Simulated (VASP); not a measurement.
Input of a VASP 6.6.1 run:

Contents of INCAR:

```
SYSTEM = Pt
PREC = Accurate
ENCUT = 600
EDIFF = 1E-6
ISMEAR = -1
SIGMA = 0.05
LREAL = .False.
LASPH = .True.
NELM = 60
ALGO = Normal
ISIF = 3
LWAVE = .False.
LCHARG = .False.
GGA = PE
IBRION = 2
NSW = 60
EDIFFG = -0.01
PSTRESS = 50.0
```

Contents of KPOINTS:

```
Automatic mesh
0
Gamma
  11 11 6
  0 0 0
```

POSCAR

```
Pt
1.0
    2.7606656158      0.0000000000      0.0000000000
   -1.3803328079      2.3908065546      0.0000000000
    0.0000000000      0.0000000000      4.7921340000
Pt
2
Direct
    0.3333333333      0.6666666667      0.2500000000
    0.6666666667      0.3333333333      0.7500000000
```

Potentials or basis: VASP PAW PBE potentials, release 64 (Pt).

Launch:

```console
$ cat potpaw_PBE.64/Pt/POTCAR > POTCAR
$ mpirun -np 1 vasp_std > vasp.out
```

(1) What does it give for the relaxed volume?

(2) Predict the band gap on the k mesh.

(3) Estimate the relaxed cell.

(4) What does it give for the space group after relaxing (to 0.05 Å)?

## Answers

(1) 15.43 Å³/atom.

(2) zero (band 10 reaches 11.19 eV, above the bottom of band 11 at 9.97 eV).

(3) a = 2.748 Å, b = 2.748 Å, c = 4.717 Å, α = 90.00°, β = 90.00°, γ = 120.00°.

(4) P6_3/mmc (No. 194).

Caveat: the cell is relaxed towards a set pressure, so the enthalpy falls and the energy may rise; spin-orbit coupling is left out, which moves the levels of the heavy elements.
